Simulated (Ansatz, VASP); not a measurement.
## Sb: VASP beside Ansatz

```
Sb
1.0
     4.34113    0.00000    0.00000
    -2.17057    3.75953    0.00000
     0.00000    0.00000   24.23953
Sb
6
Direct
  0.33333 0.66667 0.30941
  0.66667 0.33333 0.37142
  0.00000 0.00000 0.46900
  0.33333 0.66667 0.53100
  0.66667 0.33333 0.62858
  0.00000 0.00000 0.69059
```

Alike in both runs: task single point; functional r2SCAN; k mesh 9 × 9 × 1; occupations gaussian, width 0.1 eV; no spin polarisation.

```csv
,VASP,Ansatz
version,VASP 6.6.1,Ansatz 0.2.0
potentials or method,"VASP PAW PBE potentials, release 64 (Sb), cutoff 520 eV","scalar-relativistic, plane waves, PAW"
valence electrons in the cell,30,90
```

|  | VASP | Ansatz | Ansatz less VASP |
| --- | --- | --- | --- |
| gap on the k mesh at the Fermi level (eV) | none | none | - |
| rms of the force components (eV/Å) | 0.046 | 0.026 | -0.0205 |
| work function, face that differs most (eV) | 4.39 | 4.38 | -0.015 |

VASP's potentials were made for PBE, not for r2SCAN. Atom by atom the forces differ by 0.036 eV/Å (rms over components). A gap of «none» marks a metal or a gap that the smearing closes. VASP's potentials hold 30 valence electrons a cell and Ansatz's 90, so a difference there can come from the potentials and not from the codes.

Neither program's run includes spin-orbit coupling.
